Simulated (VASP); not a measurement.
# Mg4Se (I4/mmm) in VASP: a series of runs

Runs on Mg4Se. Level: PBE. Tasks: single point, relaxation of cell and atoms.

All numbers are computed with VASP 6.6.1; they aren't measurements. Logs are shortened: lines on timing, memory, paths and dates and some standing lists are left out, and cuts for length are marked.

### 1 The cell of the first run

Symmetry: I4/mmm, No. 139, tetragonal system. The conventional cell has a = 5.374 Å, b = 5.374 Å, c = 8.872 Å, α = 90.00°, β = 90.00°, γ = 90.00°. Within 3.4 Å of Mg (site symmetry 4mm) lie 1 Se at 2.61 Å and 4 Mg at 3.25 Å. Mg (site symmetry mmm) has 2 Se at 2.69 Å and 4 Mg at 3.25 Å within 3.5 Å. Within 3.4 Å of Se (site symmetry 4/mmm) lie 6 Mg at 2.61 to 2.69 Å.

The cell was generated, and may not be a known phase.

### 2 Single point, PBE

File INCAR:

```
SYSTEM = Mg4Se
ALGO     = Normal         ! electronic algorithm
EDIFF    = 1E-6           ! SCF threshold, eV
ENCUT    = 520            ! plane-wave cutoff, eV
GGA      = PE             ! functional
ISIF     = 2              ! what is computed and relaxed
ISMEAR   = 0              ! smearing method
LASPH    = .TRUE.         ! aspherical terms in the spheres
LCHARG   = .FALSE.        ! write CHGCAR
LREAL    = .FALSE.        ! projectors in reciprocal space
LWAVE    = .FALSE.        ! write WAVECAR
NBANDS   = 15             ! bands
NELM     = 60             ! most SCF steps
PREC     = Accurate       ! precision mode
SIGMA    = 0.1            ! smearing width, eV
```

File KPOINTS:

```
k-points
0
G
  10 10 10
  0 0 0
```

File POSCAR:

```
Mg4Se
1.0
   -2.6869523502      2.6869523502      4.4361589345
    2.6869523502     -2.6869523502      4.4361589345
    2.6869523502      2.6869523502     -4.4361589345
Mg Se
4 1
Direct
    0.7057913841      0.7057913841      0.0000000000
    0.5000000000      0.0000000000      0.5000000000
    0.0000000000      0.5000000000      0.5000000000
    0.2942086159      0.2942086159      0.0000000000
    0.0000000000      0.0000000000      0.0000000000
```

Potentials or basis: VASP PAW PBE potentials, release 64 (Mg, Se).

Started as:

```bash
$ cat potpaw_PBE.64/Mg/POTCAR potpaw_PBE.64/Se/POTCAR > POTCAR
$ mpirun -np 1 vasp_std > vasp.out
```

OUTCAR:

```text
SYSTEM = Mg4Se
   EDIFF = 1E-6
   ENCUT = 520
   GGA = PE
   ISIF = 2
   ISMEAR = 0
   LASPH = .TRUE.
   LREAL = .FALSE.
   NELM = 60
   PREC = Accurate

 ion  position               nearest neighbor table
   1  0.706  0.706  0.000-   5 2.61   2 3.25   3 3.25   3 3.25   2 3.25   4 3.65
   2  0.500  0.000  0.500-   5 2.69   5 2.69   4 3.25   1 3.25   4 3.25   1 3.25
   3  0.000  0.500  0.500-   5 2.69   5 2.69   1 3.25   4 3.25   4 3.25   1 3.25
   4  0.294  0.294  0.000-   5 2.61   2 3.25   3 3.25   2 3.25   3 3.25   1 3.65
   5  0.000  0.000  0.000-   1 2.61   4 2.61   3 2.69   2 2.69   3 2.69   2 2.69

  LATTYP: Found a body centered tetragonal cell.
 ALAT       =     5.3739047004
 C/A-ratio  =     1.6510002249

  Lattice vectors:

 A1 = (  -2.6869523502,   2.6869523502,   4.4361589345)
 A2 = (   2.6869523502,  -2.6869523502,   4.4361589345)
 A3 = (   2.6869523502,   2.6869523502,  -4.4361589345)

Analysis of symmetry for initial positions (statically):
=====================================================================
 Subroutine PRICEL returns:
 Original cell was already a primitive cell.

 Routine SETGRP: Setting up the symmetry group for a
 body centered tetragonal supercell.

 Subroutine GETGRP returns: Found 16 space group operations
 (whereof 16 operations were pure point group operations)
 out of a pool of 16 trial point group operations.

The static configuration has the point symmetry D_4h.

Analysis of symmetry for dynamics (positions and initial velocities):
=====================================================================
 Subroutine PRICEL returns:
 Original cell was already a primitive cell.

 Routine SETGRP: Setting up the symmetry group for a
 body centered tetragonal supercell.

 Subroutine GETGRP returns: Found 16 space group operations
 (whereof 16 operations were pure point group operations)
 out of a pool of 16 trial point group operations.

The dynamic configuration has the point symmetry D_4h.

 Subroutine INISYM returns: Found 16 space group operations
 (whereof 16 operations are pure point group operations),
 and found     1 'primitive' translations

----------------------------------------------------------------------------------------

                                     Primitive cell

  volume of cell :     128.1112

  direct lattice vectors                    reciprocal lattice vectors
    -2.686952350  2.686952350  4.436158934     0.000000000  0.186084431  0.112710119
     2.686952350 -2.686952350  4.436158934     0.186084431  0.000000000  0.112710119
     2.686952350  2.686952350 -4.436158934     0.186084431  0.186084431  0.000000000

  length of vectors
     5.841141323  5.841141323  5.841141323     0.217556858  0.217556858  0.263163126

  position of ions in fractional coordinates (direct lattice)
     0.705791384  0.705791384  0.000000000
     0.500000000  0.000000000  0.500000000
     0.000000000  0.500000000  0.500000000
     0.294208616  0.294208616  0.000000000
     0.000000000  0.000000000  0.000000000

  ion indices of the primitive-cell ions
   primitive index   ion index
                 1           1
                 2           2
                 3           3
                 4           4
                 5           5

----------------------------------------------------------------------------------------

 KPOINTS: k-points

Automatic generation of k-mesh.
 Grid dimensions read from file:
 generate k-points for:   10   10   10

 Generating k-lattice:

  Cartesian coordinates                     Fractional coordinates (reciprocal lattice)
     0.000000000  0.018608443  0.011271012     0.100000000 -0.000000000  0.000000000
     0.018608443  0.000000000  0.011271012    -0.000000000  0.100000000  0.000000000
     0.018608443  0.018608443  0.000000000     0.000000000  0.000000000  0.100000000

  Length of vectors
     0.021755686  0.021755686  0.026316313

  Shift w.r.t. Gamma in fractional coordinates (k-lattice)
     0.000000000  0.000000000  0.000000000

 Subroutine IBZKPT returns following result:
 ===========================================

 Found    102 irreducible k-points:

 Following reciprocal coordinates:
            Coordinates               Weight
  0.000000  0.000000  0.000000      1.000000
  0.100000 -0.000000  0.000000      8.000000
  0.200000 -0.000000  0.000000      8.000000
  0.300000  0.000000 -0.000000      8.000000
  0.400000  0.000000 -0.000000      8.000000
  0.500000  0.000000 -0.000000      4.000000
[... 16 lines left out ...]
  0.300000  0.300000 -0.000000      8.000000
  0.400000  0.300000 -0.000000     16.000000
 [... further k-points ...]
   k-points           NKPTS =    102   k-points in BZ     NKDIM =    102   number of bands    NBANDS=     15
   number of dos      NEDOS =    301   number of ions     NIONS =      5
   total plane-waves  NPLWV = 110592
   dimension x,y,z NGX =    48 NGY =   48 NGZ =   48
   dimension x,y,z NGXF=    96 NGYF=   96 NGZF=   96
   ions per type =               4   1
   NGX,Y,Z   is equivalent  to a cutoff of  13.66, 13.66, 13.66 a.u.
   NGXF,Y,Z  is equivalent  to a cutoff of  27.32, 27.32, 27.32 a.u.
 SYSTEM =  Mg4Se
   PREC   = accura    normal or accurate (medium, high low for compatibility)
   ISTART =      0    job   : 0-new  1-cont  2-samecut
   ICHARG =      2    charge: 1-file 2-atom 10-const
   ISPIN  =      1    spin polarized calculation?
   LNONCOLLINEAR =      F non collinear calculations
   LSORBIT =      F    spin-orbit coupling
   LASPH  =      T    aspherical Exc in radial PAW
   ENCUT  =  520.0 eV  38.22 Ry    6.18 a.u.  10.86 10.86 10.86*2*pi/ulx,y,z
   NELM   =     60;   NELMIN=  2; NELMDL= -5     # of ELM steps
   EDIFF  = 0.1E-05   stopping-criterion for ELM
   LREAL  =      F    real-space projection
[... 7 lines left out ...]
   TEBEG  =    0.0;   TEEND  =   0.0 temperature during run
   PSTRESS=    0.0 pullay stress
   NELECT =      14.0000    total number of electrons
   NUPDOWN=      -1.0000    fix difference up-down
   EMIN   =  10.00;   EMAX   =-10.00  energy-range for DOS
   EFERMI =   0.00;   METHOD = LEGACY
   ISMEAR =     0;   SIGMA  =   0.10  broadening in eV -4-tet -1-fermi 0-gaus
   EFERMI_NEDOS =   21; number of points for ismear=-14 and -15
   IALGO  =     38    algorithm
   IMIX   =      4    mixing-type and parameters
     AMIX     =   0.40;   BMIX     =  1.00
     AMIX_MAG =   1.60;   BMIX_MAG =  1.00
  volume/ion in A,a.u.               =      25.62       172.91
  Fermi-wavevector in a.u.,A,eV,Ry     =   0.782688  1.479065  8.334929  0.612600
  Thomas-Fermi vector in A             =   1.886462
   LORBIT       =      0    0 simple, 1 ext, 2 COOP (PROOUT), +10 PAW based schemes
   GGA     = PE    functional components
   LHFCALC =     F    Hartree Fock is set to
   AEXX    =    0.0000 exact exchange contribution
   IVDW    =     0    specifies the selected vdW correction
   LEPSILON=     F    determine dielectric tensor
   LRPA    =     F    only Hartree local field effects (RPA)
 non-spin polarized calculation
 Gauss-broadening in eV      SIGMA  =   0.10
  energy-cutoff  :      520.00
  volume of cell :      128.11
 maximum number of plane-waves:      3469
 NGX is ok and might be reduce to    48
   NGX = 21   NGY = 21   NGZ = 21

 number of electron      14.0000000 magnetization

 Free energy of the ion-electron system (eV)
  ---------------------------------------------------
  ext. energy  EPLUGINS =         0.00000000
  ---------------------------------------------------
  free energy    TOTEN  =       -10.06527880 eV

  energy without entropy =      -10.05543787  energy(sigma->0) =      -10.06035834

 E-fermi :   2.6564     XC(G=0):  -8.3092

 val. band max:        2.6399944345   @ k =   0.3000   0.0000  -0.0000
 cond. band min:       2.6564362571   @ k =  -0.4000   0.5000   0.2000
 fundamental gap:      0.0164418226
 Fermi energy:         2.6563801311

 k-point     1 :       0.0000    0.0000    0.0000
  band No.  band energies     occupation
      1     -11.2601      2.00000
      2      -2.0224      2.00000
      3      -1.7095      2.00000
      4      -1.5552      2.00000
      5      -1.5552      2.00000
      6       3.2106      0.00000
      7       3.3727      0.00000
      8       3.3727      0.00000
      9       3.6032      0.00000
     10       3.7204      0.00000
     11       3.9990      0.00000
     12       4.6182      0.00000
     13       4.6182      0.00000
     14       6.0108      0.00000
     15       6.3629      0.00000

 k-point     2 :       0.1000   -0.0000    0.0000
  band No.  band energies     occupation
      1     -11.2531      2.00000
      2      -2.3100      2.00000
      3      -1.7013      2.00000
      4      -1.5564      2.00000
      5      -1.2638      2.00000
      6       2.7145      0.41122
      7       3.1373      0.00000
      8       3.4159      0.00000
      9       3.4224      0.00000
     10       4.2747      0.00000
     11       4.3391      0.00000
     12       4.3475      0.00000
     13       4.8107      0.00000
     14       6.4638      0.00000
     15       6.8117      0.00000

 k-point     3 :       0.2000   -0.0000    0.0000
  band No.  band energies     occupation
      1     -11.2346      2.00000
      2      -2.6751      2.00000
      3      -1.7616      2.00000
      4      -1.5590      2.00000
      5      -0.8010      2.00000
      6       2.0369      2.00000
      7       2.9057      0.00042
      8       3.3474      0.00000
      9       3.4011      0.00000
     10       4.1534      0.00000
     11       4.2753      0.00000
     12       5.0374      0.00000
     13       5.9459      0.00000
     14       7.3413      0.00000
     15       7.7416      0.00000

 k-point     4 :       0.3000    0.0000   -0.0000
  band No.  band energies     occupation
      1     -11.2114      2.00000
      2      -2.9654      2.00000
      3      -1.8350      2.00000
      4      -1.5611      2.00000
      5      -0.3832      2.00000
      6       1.5589      2.00000
      7       2.6400      1.18325
      8       3.1321      0.00000
      9       3.2302      0.00000
     10       4.4779      0.00000
     11       4.7607      0.00000
     12       5.9262      0.00000
     13       6.7078      0.00000
     14       7.7822      0.00000
     15       7.8292      0.00000
[... 307 lines left out ...]
 k-point    22 :      -0.2000    0.2000    0.0000
  band No.  band energies     occupation
      1     -11.2194      2.00000
      2      -2.6876      2.00000
      3      -1.8441      2.00000
      4      -1.8317      2.00000
      5      -0.4103      2.00000
      6       2.0896      2.00000
      7       2.3689      1.99995
      8       2.8073      0.03279
      9       3.4908      0.00000
     10       4.1715      0.00000
     11       5.3225      0.00000
     12       5.6039      0.00000
     13       6.0669      0.00000
     14       6.5247      0.00000
     15       8.2584      0.00000

 k-point    23 :       0.3000    0.3000   -0.0000
  band No.  band energies     occupation
      1     -11.1694      2.00000
      2      -2.8366      2.00000
      3      -2.4102      2.00000
      4      -1.9531      2.00000
      5       0.4766      2.00000
      6       0.9156      2.00000
      7       2.2909      2.00000
      8       2.9413      0.00006
      9       3.7954      0.00000
     10       4.5976      0.00000
     11       5.9381      0.00000
     12       6.4878      0.00000
     13       7.3205      0.00000
     14       7.8585      0.00000
     15       8.4970      0.00000

 k-point    24 :       0.4000    0.3000   -0.0000
  band No.  band energies     occupation
      1     -11.1584      2.00000
      2      -2.8128      2.00000
      3      -2.4503      2.00000
      4      -2.0237      2.00000
      5       0.1696      2.00000
      6       1.1768      2.00000
      7       2.3680      1.99995
      8       3.1450      0.00000
      9       3.3226      0.00000
     10       4.9878      0.00000
     11       6.1232      0.00000
     12       6.3153      0.00000
     13       7.6570      0.00000
     14       7.9440      0.00000
     15       8.2218      0.00000

 [... further k-points ...]

------------------------ aborting loop because EDIFF is reached ----------------------------------------

  FORCE on cell =-STRESS in cart. coord.  units (eV):
  Direction    XX          YY          ZZ          XY          YZ          ZX
  --------------------------------------------------------------------------------------
  -------------------------------------------------------------------------------------
  Total       -0.0692261     -0.0692261     -0.0463511      0.0000000      0.0000000      0.0000000
  in kB       -0.8657516     -0.8657516     -0.5796734      0.0000000      0.0000000      0.0000000
  external PRESSURE =      -0.7703922 kB  Pullay stress =       0.0000000 kB

 VOLUME and BASIS-vectors are now :
 -----------------------------------------------------------------------------
  energy-cutoff  :      520.00
  volume of cell :      128.11
      direct lattice vectors                 reciprocal lattice vectors
    -2.686952350  2.686952350  4.436158934     0.000000000  0.186084431  0.112710119
     2.686952350 -2.686952350  4.436158934     0.186084431  0.000000000  0.112710119
     2.686952350  2.686952350 -4.436158934     0.186084431  0.186084431  0.000000000

 POSITION                                       TOTAL-FORCE (eV/Angst)
 -----------------------------------------------------------------------------------
      0.00000      0.00000      6.26201        -0.000000     -0.000000     -0.004059
      0.00000      2.68695      0.00000         0.000000      0.000000     -0.000000
      2.68695      0.00000      0.00000         0.000000      0.000000     -0.000000
      0.00000      0.00000      2.61031        -0.000000     -0.000000      0.004059
      0.00000      0.00000      0.00000         0.000000      0.000000     -0.000000
 -----------------------------------------------------------------------------------
    total drift:                                0.000000     -0.000000     -0.000000

  FREE ENERGIE OF THE ION-ELECTRON SYSTEM (eV)
  ---------------------------------------------------
  free  energy   TOTEN  =       -10.0652788027 eV

  energy  without entropy=      -10.0554378746  energy(sigma->0) =      -10.06035834
```

Run time: 6 min. Hardware: 1 thread of AMD EPYC 7R13 (Zen 3), shared host; peak memory 0.41 GiB.

What came out:

```yaml
Free_energy: -10.0653 eV
Pressure: -0.1 GPa
Largest_force: 0.004 eV/Å
Band_gap_on_the_k_mesh: zero (bands 7 and 8 overlap by 1.13 eV)
```

Forces on the atoms (eV/Å):
```
Mg   0.000  0.000 -0.004
Mg   0.000  0.000  0.000
Mg   0.000  0.000  0.000
Mg   0.000  0.000  0.004
Se   0.000  0.000  0.000
```

Levels at points of the mesh, in eV from the Fermi level:
| k point | band 3 | band 4 | band 5 | band 6 | band 7 | band 8 | band 9 | band 10 | band 11 | band 12 |
| --- | --- | --- | --- | --- | --- | --- | --- | --- | --- | --- |
| (0.00, 0.00, 0.00) | -4.37 | -4.21 | -4.21 | 0.55 | 0.72 | 0.72 | 0.95 | 1.06 | 1.34 | 1.96 |
| (0.50, 0.00, 0.00) | -4.57 | -4.22 | -2.66 | -1.43 | -0.42 | 0.16 | 0.78 | 2.94 | 3.14 | 3.47 |
| (0.50, 0.50, 0.00) | -4.94 | -4.72 | -3.25 | -1.44 | 0.11 | 0.52 | 1.58 | 1.82 | 2.99 | 4.19 |
| (0.50, 0.50, 0.50) | -4.49 | -4.49 | -3.45 | -0.95 | -0.60 | 1.26 | 1.26 | 2.86 | 4.51 | 4.87 |

### 3 Relaxation of cell and atoms, PBE

File INCAR:

```
ALGO = Normal
EDIFF = 1E-6
EDIFFG = -0.01
ENCUT = 600
GGA = PE
IBRION = 2
ISIF = 3
ISMEAR = 0
LASPH = T
LCHARG = F
LREAL = F
LWAVE = F
NELM = 100
NSW = 100
PREC = Accurate
SIGMA = 0.1
```

File KPOINTS:

```
k-points
0
Gamma
  10 10 10
```

File POSCAR:

```
Mg4Se
1.0
   -2.6533952058      2.6533952058      4.5425173625
    2.6533952058     -2.6533952058      4.5425173625
    2.6533952058      2.6533952058     -4.5425173625
Mg Se
4 1
Direct
    0.7098610548      0.7098610548      0.0000000000
    0.5000000000      0.0000000000      0.5000000000
    0.0000000000      0.5000000000      0.5000000000
    0.2901389452      0.2901389452      0.0000000000
    0.0000000000      0.0000000000      0.0000000000
```

Potentials or basis: VASP PAW PBE potentials, release 64 (Mg, Se).

Started as:

```bash
$ cat potpaw_PBE.64/Mg/POTCAR potpaw_PBE.64/Se/POTCAR > POTCAR
$ mpirun -np 1 vasp_std > vasp.out
```

Run time: 15 min. Hardware: 1 thread of AMD EPYC 7R13 (Zen 3), shared host; peak memory 0.46 GiB.

Results (log left out):

| Item | Value |
| --- | --- |
| Free energy | -10.0656 eV |
| Relaxed volume | 25.55 Å³/atom |
| Relaxed cell | a = 5.836 Å, b = 5.836 Å, c = 5.836 Å, α = 125.22°, β = 125.22°, γ = 81.18° |
| Space group after relaxing (to 0.1 Å) | I4/mmm (No. 139) |
| Energy gained by relaxing | 0.7 meV/atom |
| Ionic steps | 15 |
| Pressure after relaxing | 0.0 GPa |
| Largest force after relaxing | 0.004 eV/Å |
| Band gap on the k mesh | zero (bands 7 and 8 overlap by 1.13 eV) |

Forces in eV/Å, atoms in the order of the input:
```
Mg   0.000  0.000  0.004
Mg   0.000  0.000  0.000
Mg   0.000  0.000  0.000
Mg   0.000  0.000 -0.004
Se   0.000  0.000  0.000
```

The path:
```csv
step,energy change (eV),largest force (eV/Å),pressure (GPa),volume (Å³)
1,0.0000,0.0155,0.07,127.93
2,-0.0007,0.0026,0.02,128.13
3,-0.0012,0.0374,-0.07,128.52
4,-0.0015,0.0409,-0.03,128.33
5,-0.0020,0.0526,0.09,127.75
6,-0.0023,0.0461,0.08,127.78
7,-0.0029,0.0268,0.04,127.88
8,-0.0033,0.0115,-0.06,128.08
9,-0.0034,0.0111,-0.03,127.90
10,-0.0035,0.0111,0.00,127.80
11,-0.0035,0.0104,0.03,127.60
12,-0.0035,0.0108,0.00,127.73
13,-0.0035,0.0108,0.01,127.72
14,-0.0035,0.0107,0.01,127.73
15,-0.0035,0.0037,-0.01,127.77
```

Final structure:
```
CELL_PARAMETERS angstrom
-2.68479 2.68479 4.43146
2.68479 -2.68479 4.43146
2.68479 2.68479 -4.43146
ATOMIC_POSITIONS crystal
Mg 0.70550 0.70550 0.00000
Mg 0.50000 0.00000 0.50000
Mg 0.00000 0.50000 0.50000
Mg 0.29450 0.29450 0.00000
Se 0.00000 0.00000 0.00000
```

Levels at points of the mesh, in eV from the Fermi level:
| k point | band 3 | band 4 | band 5 | band 6 | band 7 | band 8 | band 9 | band 10 | band 11 |
| --- | --- | --- | --- | --- | --- | --- | --- | --- | --- |
| (0.00, 0.00, 0.00) | -4.37 | -4.22 | -4.22 | 0.56 | 0.72 | 0.72 | 0.94 | 1.07 | 1.34 |
| (0.50, 0.00, 0.00) | -4.57 | -4.22 | -2.66 | -1.43 | -0.42 | 0.16 | 0.78 | 2.95 | 3.14 |
| (0.50, 0.50, 0.00) | -4.95 | -4.73 | -3.26 | -1.44 | 0.11 | 0.53 | 1.59 | 1.82 | 3.00 |
| (0.50, 0.50, 0.50) | -4.50 | -4.50 | -3.46 | -0.95 | -0.59 | 1.26 | 1.26 | 2.87 | 4.51 |
